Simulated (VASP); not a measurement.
Si, 2 atoms in the cell. Symmetry: Fd-3m, No. 227, cubic system. The conventional cell has a = 4.287 Å, b = 4.287 Å, c = 4.287 Å, α = 90.00°, β = 90.00°, γ = 90.00°. Within 2.5 Å of Si (site symmetry -43m) lie 4 Si at 1.86 Å. 

| Quantity | Value |
| --- | --- |
| Program | VASP 6.6.1 |
| Task | single point |
| Functional | LDA |
| Potentials or basis | VASP PAW LDA potentials, release 64 (Si) |
| Cutoff | 500 eV |
| k mesh | 12 × 12 × 12 |
| Occupations | fermi-dirac, width 0.08 eV |
| Spin | no spin polarisation |
| Dipole correction | no |
| Further INCAR settings | ALGO = Normal; EDIFF = 1e-06; NBANDS = 11 |

Potentials or basis: VASP PAW LDA potentials, release 64 (Si).

The run is started by

```bash
$ cat potpaw_LDA.64/Si/POTCAR > POTCAR
$ mpirun -np 1 vasp_std > vasp.out
```

Hardware: 1 thread of AMD EPYC 9R45 96-Core Processor (Zen 5), with other jobs on the host.

Problem. How long does it take, and how much memory?

Solution. It took 7.8 s on 1 thread of AMD EPYC 9R45 96-Core Processor (Zen 5) (shared host), peak memory 0.09 GiB. Counts: scf iterations 11, k points 72.
